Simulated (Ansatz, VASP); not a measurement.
**Two plane-wave programs on Al2H**

```
Al H
1.0
     2.86347    0.00000    0.00000
    -0.51755    5.02031    0.00000
    -0.86281   -1.65392    4.90581
Al H
4 2
Cartesian
  0.0000 0.0000 0.0000
  0.2185 3.0153 3.3408
  1.2646 0.3511 1.5650
  1.1730 2.5102 0.0000
  1.0003 -0.8270 2.4529
  -0.2588 2.5102 0.0000
```

Alike in both runs: task relaxation of cell and atoms; functional PBE; k mesh 6 × 4 × 4; occupations gaussian, width 0.1 eV; no spin polarisation.

|  | VASP | Ansatz |
| --- | --- | --- |
| version | VASP 6.6.1 | Ansatz 0.2.0 |
| potentials or method | VASP PAW PBE potentials, release 64 (Al, H), cutoff 600 eV | scalar-relativistic, plane waves, PAW |
| valence electrons in the cell | 14 | 14 |

Ansatz gave:

- gap on the k mesh at the Fermi level, each at its own relaxed structure (eV): none
- relaxed volume (Å³/atom): 14.75
- relaxed cell length with the largest relative difference (Å): 5.106

Task: What did VASP give for the same quantities?

Result: gap on the k mesh at the Fermi level, each at its own relaxed structure (eV): none; relaxed volume (Å³/atom): 12.82; relaxed cell length with the largest relative difference (Å): 4.140.

A gap of «none» marks a metal or a gap that the smearing closes. One of these differences is far larger than is usual between the two programs; its cause wasn't traced.

The k mesh is coarse, so the values compare programs but aren't converged.
